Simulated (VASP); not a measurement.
# Ta5W: single point with PBE

Crystal: Ta5W.

```
Ta W
1.0
     2.87786    0.00000    0.00000
     0.00000    2.87786    0.00000
     0.00000    0.00000   12.20973
Ta W
5 1
Direct
  0.00000 0.00000 0.83333
  0.50000 0.50000 0.00000
  0.00000 0.00000 0.16667
  0.50000 0.50000 0.33333
  0.50000 0.50000 0.66667
  0.00000 0.00000 0.50000
```

- Program: VASP 6.6.1
- Task: single point
- Functional: PBE
- Potentials or basis: VASP PAW PBE potentials, release 64 (Ta_pv, W_sv)
- Cutoff: 520 eV
- k mesh: 6 × 6 × 2
- Occupations: gaussian, width 0.1 eV
- Spin: no spin polarisation

The pressure is 21.3 GPa and the largest force is 0.614 eV/Å. The band gap on the k mesh is zero (an odd number of electrons rules out a gap without spin polarisation).

Forces on the atoms (eV/Å):
```
Ta   0.000  0.000 -0.127
Ta   0.000  0.000  0.000
Ta   0.000  0.000  0.127
Ta   0.000  0.000  0.614
Ta   0.000  0.000 -0.614
W    0.000  0.000  0.000
```

Stress tensor (GPa, compression positive):
```
20.45  0.00  0.00
 0.00 20.45  0.00
 0.00  0.00 22.86
```

Levels at points of the mesh, in eV from the Fermi level:
```csv
k point,band 31,band 32,band 33,band 34,band 35,band 36,band 37,band 38
"(0.00, 0.00, 0.00)",0.11,0.11,0.24,0.61,0.82,1.06,1.06,1.41
"(0.50, 0.00, 0.00)",-0.38,-0.33,-0.33,-0.10,0.07,0.35,0.35,0.49
"(0.50, 0.50, 0.00)",-2.73,0.32,0.32,0.40,0.40,2.56,3.21,3.28
"(0.00, 0.00, 0.50)",-0.09,0.22,0.22,0.36,0.63,0.63,0.71,2.30
"(0.50, 0.00, 0.50)",-0.59,-0.57,-0.53,-0.20,-0.08,-0.07,0.08,0.72
"(0.50, 0.50, 0.50)",-1.48,-1.35,-1.35,1.75,2.20,2.27,2.27,2.29
```

Wall time 66 s on 1 thread of AMD EPYC 9R45 96-Core Processor (Zen 5) (shared host), peak memory 0.23 GiB.

Caveat: the k points lie up to 0.36 Å⁻¹ apart, too coarse for converged energies and pressures of a metal; spin-orbit coupling is left out, which moves the levels of the heavy elements.
